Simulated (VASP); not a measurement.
Here is a VASP 6.6.1 calculation.

Contents of POSCAR:

```
KCl
1.0
    5.3496410000      0.0000000000      0.0000000000
   -2.6748200000      4.6329250000      0.0000000000
    0.0000000000      0.0000000000      6.2459830000
K Cl
2 2
Direct
    0.3215634876      0.6542257861     -0.0620992724
    0.6713871393      0.3187938505      0.4472799558
    0.3407667940      0.6943401847      0.4363631793
    0.6833597034      0.3455197311      0.9312383655
```

File INCAR.step1:

```
SYSTEM = KCl
ALGO = Normal ; EDIFF = 1E-4
ENCUT = 520 ; GGA = PE
ISMEAR = -1 ; LASPH = .True.
LCHARG = .False. ; LREAL = .False.
LWAVE = .True. ; NBANDS = 24
NELM = 60 ; PREC = Accurate
SIGMA = 0.069
```

INCAR.step2

```
SYSTEM = KCl
ALGO = Normal ; EDIFF = 1E-6
ENCUT = 520 ; ISIF = 2
ISMEAR = -1 ; ISTART = 1
LASPH = .True. ; LCHARG = .False.
LMIXTAU = .True. ; LREAL = .False.
LWAVE = .False. ; METAGGA = R2SCAN
NBANDS = 24 ; NELM = 60
PREC = Accurate ; SIGMA = 0.069
```

Contents of KPOINTS:

```
k-points
0
Gamma
  6 6 2
  0 0 0
```

Potentials or basis: VASP PAW PBE potentials, release 64 (K_sv, Cl).

Launch:

```bash
$ cat potpaw_PBE.64/K_sv/POTCAR potpaw_PBE.64/Cl/POTCAR > POTCAR
$ cp INCAR.step1 INCAR
$ mpirun -np 1 vasp_std > vasp.out
$ cp INCAR.step2 INCAR
$ mpirun -np 1 vasp_std > vasp.out
```

Question: What does it give for the largest force?

Answer: 0.420 eV/Å.

Question: Predict the band gap on the k mesh.

Answer: 5.35 eV.

Forces in eV/Å, atoms in the order of the input:
```
K    0.179  0.179  0.004
K   -0.085  0.373 -0.175
Cl   0.081 -0.389  0.011
Cl  -0.174 -0.162  0.159
```

Caveat: the k points lie up to 0.50 Å⁻¹ apart; the atoms stand as in a frame of molecular dynamics; the PAW data sets were made with another functional, which shifts forces and pressure a little. A k mesh can miss the band edges.
